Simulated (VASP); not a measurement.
The system is CuO (Tenorite).

```
Cu O
1.0
     2.36018   -1.72475    0.00000
     2.36018    1.72475    0.00000
    -0.86625    0.00000    5.09294
Cu O
2 2
Direct
  0.49680 0.00320 0.50000
  0.00320 0.49680 0.00000
  0.40560 0.57140 0.75370
  0.57140 0.40560 0.25370
```

Base run:

| Property | Result |
| --- | --- |
| Program | VASP 6.6.1 |
| Functional | RPBE |
| Potentials or basis | VASP PAW PBE potentials, release 64 (Cu, O) |
| Cutoff | 520 eV |
| k mesh | 10 × 10 × 5 |
| Occupations | fermi-dirac, width 0.05 eV |
| Spin | no spin polarisation |

Its results: band gap on the k mesh zero (band 17 reaches 5.86 eV, above the bottom of band 18 at 5.27 eV); pressure 8.3 GPa; largest force 0.754 eV/Å.

Task: The run is repeated on the same cell with these changes: functional from RPBE to LDA; potentials or basis from VASP PAW PBE potentials, release 64 (Cu, O) to VASP PAW LDA potentials, release 64 (Cu, O). What comes out?

Result: Band gap on the k mesh zero (band 17 reaches 5.35 eV, above the bottom of band 18 at 4.74 eV); pressure -11.9 GPa; largest force 0.781 eV/Å.

Caveats: semilocal functionals often make such compounds metallic where correlation or magnetic order opens a gap, which also shifts bond lengths; the PAW data sets were made with another functional, which shifts forces and pressure a little (some runs).
